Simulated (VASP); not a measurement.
Write the native input for VASP 6.6.1 that does the following.

```
Task                   : single point
Functional             : PBE
Potentials or basis    : VASP PAW PBE potentials, release 64 (Cs_sv, Hf_pv, S)
Cutoff                 : 520 eV
k mesh                 : 12 × 12 × 6
Occupations            : gaussian, width 0.1 eV
Spin                   : no spin polarisation
Dipole correction      : no
Further INCAR settings : ALGO = Normal; EDIFF = 1e-07; NBANDS = 24
```

The structure of CsHfS2 lies in POSCAR:

```
CsHfS2
1.0
    3.6816110272      0.0000000000      0.0000000000
   -1.8408055136      3.1883686764      0.0000000000
    0.0000000000      0.0000000000      8.4422940000
Cs Hf S
1 1 2
Direct
    0.6666666667      0.3333333333      0.5000000000
    0.6666666667      0.3333333333      0.0000000000
    0.0000000000      0.0000000000      0.1831740000
    0.0000000000      0.0000000000      0.8168260000
```

The input as run:

INCAR

```
SYSTEM = CsHfS2
PREC = Accurate
ENCUT = 520
EDIFF = 1E-7
ISMEAR = 0
SIGMA = 0.1
LREAL = .FALSE.
LASPH = .TRUE.
NELM = 100
ALGO = Normal
ISIF = 2
LWAVE = .FALSE.
LCHARG = .TRUE.
GGA = PE
LELF = .TRUE.
LVHAR = .TRUE.
NBANDS = 24
```

KPOINTS

```
Automatic mesh
0
G
  12 12 6
  0 0 0
```

Potentials or basis: VASP PAW PBE potentials, release 64 (Cs_sv, Hf_pv, S).

Launch:

```console
$ cat potpaw_PBE.64/Cs_sv/POTCAR potpaw_PBE.64/Hf_pv/POTCAR potpaw_PBE.64/S/POTCAR > POTCAR
$ mpirun -np 1 vasp_std > vasp.out
```

Results of the run:

- Pressure: -0.2 GPa
- Largest force: 0.059 eV/Å
- Band gap on the k mesh: zero (an odd number of electrons rules out a gap without spin polarisation)

Caveat: spin-orbit coupling is left out, which moves the levels of the heavy elements.

It took 76 s on 1 thread of Intel(R) Xeon(R) 6975P-C (Granite Rapids), on a shared host, peak memory 0.33 GiB.
